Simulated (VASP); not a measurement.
# Ti (P6/mmm) in VASP: single point with PBEsol

Aim: the single point of Ti with PBEsol.

Everything below comes from runs of VASP 6.6.1. Logs are shortened: lines on timing, memory, paths and dates and some standing lists are left out, and cuts for length are marked.

### 1 The cell of the first run

It takes space group P6/mmm (No. 191, hexagonal). Conventional cell: a = 4.600 Å, b = 4.600 Å, c = 2.820 Å, α = 90.00°, β = 90.00°, γ = 120.00°. Within 3.7 Å of Ti (site symmetry 6/mmm) lie 14 Ti at 2.82 to 3.01 Å. Within 3.5 Å of Ti (site symmetry -6m2) lie 11 Ti at 2.66 to 3.01 Å.

This isn't the form of Ti at room conditions, which is hcp.

### 2 Single point, PBEsol

INCAR reads:

```
SYSTEM = Ti
PREC = Accurate
ENCUT = 520
EDIFF = 1E-7
ISMEAR = 0
SIGMA = 0.05
LREAL = .FALSE.
LASPH = .TRUE.
NELM = 80
ALGO = Normal
ISIF = 2
LWAVE = .FALSE.
LCHARG = .FALSE.
GGA = PS
NBANDS = 25
```

KPOINTS reads:

```
Automatic mesh
0
G
  12 12 14
  0 0 0
```

POSCAR reads:

```
Ti
1.0
    4.6000000000      0.0000000000      0.0000000000
   -2.3000000000      3.9837168600      0.0000000000
    0.0000000000      0.0000000000      2.8200000000
Ti
3
Direct
    0.0000000000      0.0000000000      0.0000000000
    0.3333333300      0.6666666700      0.5000000000
    0.6666666700      0.3333333300      0.5000000000
```

Potentials or basis: VASP PAW PBE potentials, release 64 (Ti_sv).

Command:

```console
$ cat potpaw_PBE.64/Ti_sv/POTCAR > POTCAR
$ mpirun -np 1 vasp_std > vasp.out
```

OUTCAR:

```text
SYSTEM = Ti
   PREC = Accurate
   ENCUT = 520
   EDIFF = 1E-7
   ISMEAR = 0
   LREAL = .FALSE.
   LASPH = .TRUE.
   NELM = 80
   ISIF = 2
   GGA = PS

 ion  position               nearest neighbor table
   1  0.000  0.000  0.000-
   2  0.333  0.667  0.500-   3 2.66   3 2.66   3 2.66
   3  0.667  0.333  0.500-   2 2.66   2 2.66   2 2.66

  LATTYP: Found a hexagonal cell.
 ALAT       =     4.6000000000
 C/A-ratio  =     0.6130434783

  Lattice vectors:

 A1 = (   4.6000000000,   0.0000000000,   0.0000000000)
 A2 = (  -2.3000000000,   3.9837168600,   0.0000000000)
 A3 = (   0.0000000000,   0.0000000000,   2.8200000000)

Analysis of symmetry for initial positions (statically):
=====================================================================
 Subroutine PRICEL returns:
 Original cell was already a primitive cell.

 Routine SETGRP: Setting up the symmetry group for a
 hexagonal supercell.

 Subroutine GETGRP returns: Found 24 space group operations
 (whereof 24 operations were pure point group operations)
 out of a pool of 24 trial point group operations.

The static configuration has the point symmetry D_6h.

Analysis of symmetry for dynamics (positions and initial velocities):
=====================================================================
 Subroutine PRICEL returns:
 Original cell was already a primitive cell.

 Routine SETGRP: Setting up the symmetry group for a
 hexagonal supercell.

 Subroutine GETGRP returns: Found 24 space group operations
 (whereof 24 operations were pure point group operations)
 out of a pool of 24 trial point group operations.

The dynamic configuration has the point symmetry D_6h.

 Subroutine INISYM returns: Found 24 space group operations
 (whereof 24 operations are pure point group operations),
 and found     1 'primitive' translations

----------------------------------------------------------------------------------------

                                     Primitive cell

  volume of cell :      51.6768

  direct lattice vectors                    reciprocal lattice vectors
     4.600000000  0.000000000  0.000000000     0.217391304  0.125510928  0.000000000
    -2.300000000  3.983716860  0.000000000     0.000000000  0.251021856  0.000000000
     0.000000000  0.000000000  2.820000000     0.000000000  0.000000000  0.354609929

  length of vectors
     4.600000000  4.600000002  2.820000000     0.251021856  0.251021856  0.354609929

  position of ions in fractional coordinates (direct lattice)
     0.000000000  0.000000000  0.000000000
     0.333333330  0.666666670  0.500000000
     0.666666670  0.333333330  0.500000000

  ion indices of the primitive-cell ions
   primitive index   ion index
                 1           1
                 2           2
                 3           3

----------------------------------------------------------------------------------------

 KPOINTS: Automatic mesh

Automatic generation of k-mesh.
 Grid dimensions read from file:
 generate k-points for:   12   12   14

 Generating k-lattice:

  Cartesian coordinates                     Fractional coordinates (reciprocal lattice)
     0.018115942  0.010459244  0.000000000     0.083333333  0.000000000  0.000000000
     0.000000000  0.020918488  0.000000000     0.000000000  0.083333333  0.000000000
     0.000000000  0.000000000  0.025329281     0.000000000  0.000000000  0.071428571

  Length of vectors
     0.020918488  0.020918488  0.025329281

  Shift w.r.t. Gamma in fractional coordinates (k-lattice)
     0.000000000  0.000000000  0.000000000

 Subroutine IBZKPT returns following result:
 ===========================================

 Found    152 irreducible k-points:

 Following reciprocal coordinates:
            Coordinates               Weight
  0.000000  0.000000  0.000000      1.000000
  0.083333  0.000000  0.000000      6.000000
  0.166667 -0.000000  0.000000      6.000000
  0.250000  0.000000  0.000000      6.000000
  0.333333  0.000000  0.000000      6.000000
  0.416667 -0.000000  0.000000      6.000000
[... 16 lines left out ...]
  0.250000  0.000000  0.071429     12.000000
  0.333333  0.000000  0.071429     12.000000
 [... further k-points ...]
   k-points           NKPTS =    152   k-points in BZ     NKDIM =    152   number of bands    NBANDS=     25
   number of dos      NEDOS =    301   number of ions     NIONS =      3
   total plane-waves  NPLWV =  31104
   dimension x,y,z NGX =    36 NGY =   36 NGZ =   24
   dimension x,y,z NGXF=    72 NGYF=   72 NGZF=   48
   ions per type =               3
   NGX,Y,Z   is equivalent  to a cutoff of  13.01, 13.01, 14.15 a.u.
   NGXF,Y,Z  is equivalent  to a cutoff of  26.02, 26.02, 28.30 a.u.
 SYSTEM =  Ti
   PREC   = accura    normal or accurate (medium, high low for compatibility)
   ISTART =      0    job   : 0-new  1-cont  2-samecut
   ICHARG =      2    charge: 1-file 2-atom 10-const
   ISPIN  =      1    spin polarized calculation?
   LNONCOLLINEAR =      F non collinear calculations
   LSORBIT =      F    spin-orbit coupling
   LASPH  =      T    aspherical Exc in radial PAW
   ENCUT  =  520.0 eV  38.22 Ry    6.18 a.u.   8.55  8.55  5.24*2*pi/ulx,y,z
   NELM   =     80;   NELMIN=  2; NELMDL= -5     # of ELM steps
   EDIFF  = 0.1E-06   stopping-criterion for ELM
   LREAL  =      F    real-space projection
   EDIFFG = 0.1E-05   stopping-criterion for IOM
   NSW    =      0    number of steps for IOM
   IBRION =     -1    ionic relax: 0-MD 1-quasi-New 2-CG
   NFREE  =      0    steps in history (QN), initial steepest desc. (CG)
   ISIF   =      2    stress and relaxation
   ISYM   =      2    0-nonsym 1-usesym 2-fastsym
   POTIM  = 0.5000    time-step for ionic-motion
   TEBEG  =    0.0;   TEEND  =   0.0 temperature during run
   PSTRESS=    0.0 pullay stress
   NELECT =      36.0000    total number of electrons
   NUPDOWN=      -1.0000    fix difference up-down
   EMIN   =  10.00;   EMAX   =-10.00  energy-range for DOS
   EFERMI =   0.00;   METHOD = LEGACY
   ISMEAR =     0;   SIGMA  =   0.05  broadening in eV -4-tet -1-fermi 0-gaus
   EFERMI_NEDOS =   21; number of points for ismear=-14 and -15
   IALGO  =     38    algorithm
   IMIX   =      4    mixing-type and parameters
     AMIX     =   0.40;   BMIX     =  1.00
     AMIX_MAG =   1.60;   BMIX_MAG =  1.00
  volume/ion in A,a.u.               =      17.23       116.24
  Fermi-wavevector in a.u.,A,eV,Ry     =   1.451255  2.742475 28.655807  2.106142
  Thomas-Fermi vector in A             =   2.568774
   LORBIT       =      0    0 simple, 1 ext, 2 COOP (PROOUT), +10 PAW based schemes
   GGA     = PS    functional components
   LHFCALC =     F    Hartree Fock is set to
   AEXX    =    0.0000 exact exchange contribution
   IVDW    =     0    specifies the selected vdW correction
   LEPSILON=     F    determine dielectric tensor
   LRPA    =     F    only Hartree local field effects (RPA)
 non-spin polarized calculation
 Gauss-broadening in eV      SIGMA  =   0.05
  energy-cutoff  :      520.00
  volume of cell :       51.68
 maximum number of plane-waves:      1426
 NGX is ok and might be reduce to    36
   NGX = 17   NGY = 17   NGZ = 11

 number of electron      35.9999981 magnetization

 Free energy of the ion-electron system (eV)
  ---------------------------------------------------
  ext. energy  EPLUGINS =         0.00000000
  ---------------------------------------------------
  free energy    TOTEN  =       -25.01975307 eV

  energy without entropy =      -25.01648953  energy(sigma->0) =      -25.01812130

 E-fermi :   8.1646     XC(G=0): -11.6751

 val. band max:        8.1636771296   @ k =   0.2500   0.2500   0.0000
 cond. band min:       8.1654566892   @ k =   0.3333   0.3333   0.2143
 fundamental gap:      0.0017795595
 Fermi energy:         8.1645504280

 k-point     1 :       0.0000    0.0000    0.0000
  band No.  band energies     occupation
      1     -48.4918      2.00000
      2     -48.2241      2.00000
      3     -48.0658      2.00000
      4     -24.9051      2.00000
      5     -24.9051      2.00000
      6     -24.7786      2.00000
[... 17 lines left out ...]
     24      10.0304      0.00000
     25      10.1276      0.00000

 k-point     2 :       0.0833    0.0000    0.0000
  band No.  band energies     occupation
      1     -48.4910      2.00000
      2     -48.2224      2.00000
      3     -48.0684      2.00000
      4     -24.9244      2.00000
      5     -24.9201      2.00000
      6     -24.7590      2.00000
[... 17 lines left out ...]
     24       9.8738      0.00000
     25      10.3377      0.00000

 k-point     3 :       0.1667   -0.0000    0.0000
  band No.  band energies     occupation
      1     -48.4886      2.00000
      2     -48.2174      2.00000
      3     -48.0761      2.00000
      4     -24.9621      2.00000
      5     -24.9390      2.00000
      6     -24.7204      2.00000
[... 17 lines left out ...]
     24       9.7548      0.00000
     25      10.5841      0.00000

 k-point     4 :       0.2500    0.0000    0.0000
  band No.  band energies     occupation
      1     -48.4855      2.00000
      2     -48.2090      2.00000
      3     -48.0879      2.00000
      4     -24.9994      2.00000
      5     -24.9409      2.00000
      6     -24.6817      2.00000
[... 17 lines left out ...]
     24       9.9247      0.00000
     25      10.8056      0.00000
[... 477 lines left out ...]
 k-point    22 :       0.1667   -0.0000    0.0714
  band No.  band energies     occupation
      1     -48.4853      2.00000
      2     -48.2149      2.00000
      3     -48.0733      2.00000
      4     -24.9558      2.00000
      5     -24.9339      2.00000
      6     -24.7192      2.00000
[... 17 lines left out ...]
     24       9.7568      0.00000
     25      10.6274      0.00000

 k-point    23 :       0.2500    0.0000    0.0714
  band No.  band energies     occupation
      1     -48.4824      2.00000
      2     -48.2064      2.00000
      3     -48.0851      2.00000
      4     -24.9924      2.00000
      5     -24.9363      2.00000
      6     -24.6819      2.00000
[... 17 lines left out ...]
     24       9.9097      0.00000
     25      10.9208      0.00000

 k-point    24 :       0.3333    0.0000    0.0714
  band No.  band energies     occupation
      1     -48.4795      2.00000
      2     -48.1952      2.00000
      3     -48.0995      2.00000
      4     -25.0217      2.00000
      5     -24.9196      2.00000
      6     -24.6518      2.00000
[... 17 lines left out ...]
     24      10.2152      0.00000
     25      10.8257      0.00000

 [... further k-points ...]

------------------------ aborting loop because EDIFF is reached ----------------------------------------

  FORCE on cell =-STRESS in cart. coord.  units (eV):
  Direction    XX          YY          ZZ          XY          YZ          ZX
  --------------------------------------------------------------------------------------
  -------------------------------------------------------------------------------------
  Total       -1.8389504     -1.8389504     -1.2652419      0.0000000     -0.0000000      0.0000000
  in kB      -57.0144820    -57.0144821    -39.2273300      0.0000000     -0.0000000      0.0000000
  external PRESSURE =     -51.0854313 kB  Pullay stress =       0.0000000 kB

 VOLUME and BASIS-vectors are now :
 -----------------------------------------------------------------------------
  energy-cutoff  :      520.00
  volume of cell :       51.68
      direct lattice vectors                 reciprocal lattice vectors
     4.600000000  0.000000000  0.000000000     0.217391304  0.125510928  0.000000000
    -2.300000000  3.983716860  0.000000000     0.000000000  0.251021856  0.000000000
     0.000000000  0.000000000  2.820000000     0.000000000  0.000000000  0.354609929

 POSITION                                       TOTAL-FORCE (eV/Angst)
 -----------------------------------------------------------------------------------
      0.00000      0.00000      0.00000        -0.000000      0.000000      0.000000
     -0.00000      2.65581      1.41000         0.000000      0.000000      0.000000
      2.30000      1.32791      1.41000        -0.000000     -0.000000      0.000000
 -----------------------------------------------------------------------------------
    total drift:                               -0.000000      0.000000      0.000000

  FREE ENERGIE OF THE ION-ELECTRON SYSTEM (eV)
  ---------------------------------------------------
  free  energy   TOTEN  =       -25.0197530690 eV

  energy  without entropy=      -25.0164895334  energy(sigma->0) =      -25.01812130
```

Wall time 4.7 min (1 thread of Intel Xeon 8259CL, shared host); peak memory 0.29 GiB.

Results:

* Free energy: -25.0198 eV
* Pressure: -5.1 GPa
* Band gap on the k mesh: zero (bands 18 and 19 overlap by 0.26 eV)

Caveat: the cell stands under tension; the PAW data sets were made with another functional, which shifts forces and pressure a little.
